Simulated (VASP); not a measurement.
Here is a VASP 6.6.1 calculation.

The input POSCAR:

```
SnTe
1.0
    0.0000000000      3.0617571316      3.0617571316
    3.0617571316      0.0000000000      3.0617571316
    3.0617571316      3.0617571316      0.0000000000
Sn Te
1 1
Direct
    0.0000000000      0.0000000000      0.0000000000
    0.5000000000      0.5000000000      0.5000000000
```

The input INCAR.step1:

```
  PREC = Accurate
  ENCUT = 520
  ISMEAR = -1
  SIGMA = 0.02
  LREAL = False
  LASPH = True
  NELM = 150
  LNONCOLLINEAR = True
  MAGMOM = 0 0 0 0 0 0
  LSORBIT = True
  GGA_COMPAT = False
  NBANDS = 32
  GGA = PE
  ALGO = Normal
  EDIFF = 1E-4
  LWAVE = True
  LCHARG = False
```

INCAR.step2

```
  PREC = Accurate
  ENCUT = 520
  EDIFF = 1E-7
  ISMEAR = -1
  SIGMA = 0.02
  LREAL = False
  LASPH = True
  NELM = 150
  ALGO = Normal
  ISIF = 2
  LWAVE = False
  LCHARG = False
  LNONCOLLINEAR = True
  MAGMOM = 0 0 0 0 0 0
  LORBIT = 11
  LSORBIT = True
  GGA_COMPAT = False
  LORBMOM = True
  METAGGA = R2SCAN
  LMIXTAU = True
  NBANDS = 32
  ISTART = 1
```

The input KPOINTS:

```
Automatic mesh
0
Gamma
  8 8 8
```

Potentials or basis: VASP PAW PBE potentials, release 64 (Sn_d, Te).

Launch:

```bash
$ cat potpaw_PBE.64/Sn_d/POTCAR potpaw_PBE.64/Te/POTCAR > POTCAR
$ cp INCAR.step1 INCAR
$ mpirun -np 1 vasp_ncl > vasp.out
$ cp INCAR.step2 INCAR
$ mpirun -np 1 vasp_ncl > vasp.out
```

(1) Estimate the pressure.

(2) Estimate the net moment.

Results:

(1) 6.8 GPa.

(2) 0.00 μB per cell.

Caveat: the cell differs from its parent crystal (strain -4.0%); the cell stands under pressure; the PAW data sets were made with another functional, which shifts forces and pressure a little.
